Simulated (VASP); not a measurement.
A run of VASP 6.6.1:

The input INCAR:

```
PREC     = Accurate       # precision mode
ENCUT    = 520            # plane-wave cutoff, eV
EDIFF    = 1E-6           # SCF threshold, eV
ISMEAR   = 0              # smearing method
SIGMA    = 0.1            # smearing width, eV
LREAL    = F              # projectors in reciprocal space
LASPH    = T              # aspherical terms in the spheres
NELM     = 60             # most SCF steps
ALGO     = Fast           # electronic algorithm
ISIF     = 2              # what is computed and relaxed
LWAVE    = F              # write WAVECAR
LCHARG   = F              # write CHGCAR
GGA      = PE             # functional
NBANDS   = 11             # bands
```

KPOINTS

```
regular mesh
0
Gamma
  18 18 18
```

The input POSCAR:

```
Be2Si
1.0
   -1.8680529851      1.8680529851      2.6420030401
    1.8680529851     -1.8680529851      2.6420030401
    1.8680529851      1.8680529851     -2.6420030401
Be Si
2 1
Direct
    0.7500000000      0.2500000000      0.5000000000
    0.2500000000      0.7500000000      0.5000000000
    0.0000000000      0.0000000000      0.0000000000
```

Potentials or basis: VASP PAW PBE potentials, release 64 (Be, Si).

The run is started by

```sh
$ cat potpaw_PBE.64/Be/POTCAR potpaw_PBE.64/Si/POTCAR > POTCAR
$ mpirun -np 1 vasp_std > vasp.out
```

Hardware: 1 thread of Intel(R) Xeon(R) 6975P-C (Granite Rapids) (shared host).

Estimate the wall time of this run.

Wall time 65 s on 1 thread of Intel(R) Xeon(R) 6975P-C (Granite Rapids), with other jobs on the host, peak memory 0.3 GiB. Counts: scf iterations 11, k points 480.
